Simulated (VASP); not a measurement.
The system is Sn.

```
CELL_PARAMETERS angstrom
-2.02919 2.02919 1.66076
2.02919 -2.02919 1.66076
2.02919 2.02919 -1.66076
ATOMIC_POSITIONS crystal
Sn 0.00000 0.00000 0.00000
```

Base run:

- Program: VASP 6.6.1
- Functional: PBEsol
- Potentials or basis: VASP PAW PBE potentials, release 64 (Sn_d)
- Cutoff: 520 eV
- k mesh: 10 × 10 × 10
- Occupations: fermi-dirac, width 0.05 eV
- Spin: non-collinear spin, zero start, spin-orbit coupling
- Starting moments: [[0.0, 0.0, 0.0]] μB

Its results: pressure -2.0 GPa; net moment 0.00 μB per cell.

Q: The run is repeated on the same cell with these changes: k mesh from 10 × 10 × 10 to 7 × 7 × 7. What comes out?

A: Pressure -1.3 GPa; net moment 0.00 μB per cell.

Caveats: the PAW data sets were made with another functional, which shifts forces and pressure a little.
